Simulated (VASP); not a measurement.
# ZnO (sol) (P6_3mc) in VASP: notebook, part 2 of 2

VASP 6.6.1.

## 3. Relaxation of cell and atoms, PBEsol

This run uses another cell than the first one, of 11.90 Å³/atom, 1.009 times its volume.

INCAR

```
SYSTEM = ZnO
ALGO = Normal
EDIFF = 1E-6
EDIFFG = -0.002
ENCUT = 600
GGA = PS
IBRION = 2
ISIF = 3
ISMEAR = 0
LASPH = .TRUE.
LCHARG = .FALSE.
LREAL = .FALSE.
LWAVE = .FALSE.
NELM = 100
NSW = 100
PREC = Accurate
SIGMA = 0.02
```

KPOINTS

```
k-points
0
G
  9 9 6
  0 0 0
```

POSCAR

```
ZnO
1.0
    3.2494000000      0.0000000000      0.0000000000
   -1.6247000000      2.8140629500      0.0000000000
    0.0000000000      0.0000000000      5.2038000000
Zn O
2 2
Direct
    0.3333333300      0.6666666700      0.0000000000
    0.6666666700      0.3333333300      0.5000000000
    0.3333333300      0.6666666700      0.3830000000
    0.6666666700      0.3333333300      0.8830000000
```

Potentials or basis: VASP PAW PBE potentials, release 64 (Zn, O).

On the command line:

```sh
cat potpaw_PBE.64/Zn/POTCAR potpaw_PBE.64/O/POTCAR > POTCAR
mpirun -np 1 vasp_std > vasp.out
```

OUTCAR:

```text
SYSTEM = ZnO
   EDIFF = 1E-6
   EDIFFG = -0.002
   ENCUT = 600
   GGA = PS
   IBRION = 2
   ISIF = 3
   ISMEAR = 0
   LASPH = .TRUE.
   LREAL = .FALSE.
   NELM = 100
   NSW = 100
   PREC = Accurate

 ion  position               nearest neighbor table
   1  0.333  0.667  0.000-   4 1.97   4 1.97   4 1.97   3 1.99
   2  0.667  0.333  0.500-   3 1.97   3 1.97   3 1.97   4 1.99
   3  0.333  0.667  0.383-   2 1.97   2 1.97   2 1.97   1 1.99
   4  0.667  0.333  0.883-   1 1.97   1 1.97   1 1.97   2 1.99

  LATTYP: Found a hexagonal cell.
 ALAT       =     3.2494000000
 C/A-ratio  =     1.6014648858

  Lattice vectors:

 A1 = (   3.2494000000,   0.0000000000,   0.0000000000)
 A2 = (  -1.6247000000,   2.8140629500,   0.0000000000)
 A3 = (   0.0000000000,   0.0000000000,   5.2038000000)

Analysis of symmetry for initial positions (statically):
=====================================================================
 Subroutine PRICEL returns:
 Original cell was already a primitive cell.

 Routine SETGRP: Setting up the symmetry group for a
 hexagonal supercell.

 Subroutine GETGRP returns: Found 12 space group operations
 (whereof  6 operations were pure point group operations)
 out of a pool of 24 trial point group operations.

The static configuration has the point symmetry C_3v.
[... 278 lines left out ...]

  energy  without entropy=      -19.4148117180  energy(sigma->0) =      -19.41481172

[... ionic steps 4 to 10 ...]

--------------------------------------- Ionic step       11  -------------------------------------------

 number of electron      36.0000002 magnetization

------------------------ aborting loop because EDIFF is reached ----------------------------------------
[... 71 lines left out ...]
--------------------------------------- Ionic step       13  -------------------------------------------

 number of electron      36.0000002 magnetization

 Free energy of the ion-electron system (eV)
  ---------------------------------------------------
  ext. energy  EPLUGINS =         0.00000000
  ---------------------------------------------------
  free energy    TOTEN  =       -19.41571061 eV

  energy without entropy =      -19.41571061  energy(sigma->0) =      -19.41571061

 E-fermi :   1.1928     XC(G=0): -11.2112

 val. band max:        1.0950055078   @ k =   0.0000   0.0000   0.0000
 cond. band min:       1.7776455825   @ k =   0.0000   0.0000   0.0000
 fundamental gap:      0.6826400748
 Fermi energy:         1.1927695570

 k-point     1 :       0.0000    0.0000    0.0000
  band No.  band energies     occupation
      1     -16.9896      2.00000
      2     -16.2432      2.00000
      3      -4.6719      2.00000
      4      -4.6452      2.00000
      5      -4.6452      2.00000
      6      -4.6039      2.00000
[... 589 lines left out ...]
     21       8.7798      0.00000
     22       9.0983      0.00000

 [... further k-points ...]

------------------------ aborting loop because EDIFF is reached ----------------------------------------

  FORCE on cell =-STRESS in cart. coord.  units (eV):
  Direction    XX          YY          ZZ          XY          YZ          ZX
  --------------------------------------------------------------------------------------
  -------------------------------------------------------------------------------------
  Total       -0.0014744     -0.0014744      0.0008319      0.0000000      0.0000000      0.0000000
  in kB       -0.0498642     -0.0498642      0.0281345      0.0000000      0.0000000      0.0000000
  external PRESSURE =      -0.0238646 kB  Pullay stress =       0.0000000 kB
[... 19 lines left out ...]
  FREE ENERGIE OF THE ION-ELECTRON SYSTEM (eV)
  ---------------------------------------------------
  free  energy   TOTEN  =       -19.4157106094 eV

  energy  without entropy=      -19.4157106094  energy(sigma->0) =      -19.41571061

 reached required accuracy - stopping structural energy minimisation
```

OSZICAR:

```text
N       E                     dE             d eps       ncg     rms          rms(c)
DAV:   1     0.302447045956E+03    0.30245E+03   -0.20541E+04  2120   0.260E+03
DAV:   2     0.108714724792E+02   -0.29158E+03   -0.28019E+03  2238   0.472E+02
DAV:   3    -0.215265531567E+02   -0.32398E+02   -0.32149E+02  2478   0.163E+02
DAV:   4    -0.222060735656E+02   -0.67952E+00   -0.67858E+00  2274   0.249E+01
[... 89 lines left out ...]
       N       E                     dE             d eps       ncg     rms          rms(c)
DAV:   1    -0.194157225246E+02   -0.12426E-04   -0.18088E-04  2454   0.259E-01    0.255E-02
DAV:   2    -0.194157120589E+02    0.10466E-04   -0.42926E-05  2560   0.141E-01    0.948E-03
DAV:   3    -0.194157109780E+02    0.10809E-05   -0.58972E-07  1104   0.239E-02    0.540E-03
DAV:   4    -0.194157106094E+02    0.36862E-06   -0.81008E-07  1056   0.113E-02
  13 F= -.19415711E+02 E0= -.19415711E+02  d E =-.284646E-05
```

Run time: 9.4 min. Hardware: 1 thread of Intel Xeon 6975P-C, shared host; peak memory 0.21 GiB.

What came out:

- Free energy: -19.4157 eV
- Relaxed volume: 11.84 Å³/atom
- Relaxed cell: a = 3.236 Å, b = 3.236 Å, c = 5.225 Å, α = 90.00°, β = 90.00°, γ = 120.00°
- Space group after relaxing (to 0.05 Å): P6_3mc (No. 186)
- Energy gained by relaxing: 0.4 meV/atom
- Ionic steps: 13
- Pressure after relaxing: 0.0 GPa
- Band gap on the k mesh: 0.68 eV, direct

Step by step:
| step | energy change (eV) | largest force (eV/Å) | pressure (GPa) | volume (Å³) |
| --- | --- | --- | --- | --- |
| 1 | 0.0000 | 0.0634 | -0.64 | 47.58 |
| 2 | -0.0008 | 0.0248 | 0.55 | 47.26 |
| 3 | -0.0009 | 0.0335 | 0.22 | 47.33 |
| 4 | -0.0012 | 0.0157 | 0.08 | 47.36 |
| 5 | -0.0015 | 0.0161 | -0.14 | 47.41 |
| 6 | -0.0017 | 0.0074 | -0.01 | 47.38 |
| 7 | -0.0018 | 0.0008 | 0.09 | 47.36 |
| 8 | -0.0018 | 0.0013 | 0.03 | 47.36 |
| 9 | -0.0018 | 0.0001 | 0.03 | 47.36 |
| 10 | -0.0018 | 0.0005 | 0.03 | 47.37 |
| 11 | -0.0018 | 0.0033 | -0.04 | 47.40 |
| 12 | -0.0018 | 0.0012 | -0.08 | 47.38 |
| 13 | -0.0018 | 0.0008 | 0.00 | 47.37 |

Final structure:
```cif
data_structure
_symmetry_space_group_name_H-M 'P 1'
_symmetry_Int_Tables_number 1
_cell_length_a 3.2358
_cell_length_b 3.2358
_cell_length_c 5.2246
_cell_angle_alpha 90.000
_cell_angle_beta 90.000
_cell_angle_gamma 120.000
_cell_volume 47.37
loop_
_atom_site_label
_atom_site_type_symbol
_atom_site_fract_x
_atom_site_fract_y
_atom_site_fract_z
_atom_site_occupancy
Zn1 Zn 0.33333 0.66667 0.00207 1
Zn2 Zn 0.66667 0.33333 0.50207 1
O1 O 0.33333 0.66667 0.38093 1
O2 O 0.66667 0.33333 0.88093 1
```

Caveat: the PAW data sets were made with another functional, which shifts forces and pressure a little.

## 4. How close it comes

Step 2. Against the measured gap of ZnO, 3.37 eV (quoted in “Electronic structure of alkaline earth and post-transition metal oxides”, 2009, arxiv:0908.1581), the calculated 0.69 eV is off by -2.68 eV. So large a miss can be the level of theory's own, or it may mean another phase, state or a wrong row. The value is that of PBEsol, without temperature or zero-point motion. Semilocal functionals fall short of measured gaps as a rule.
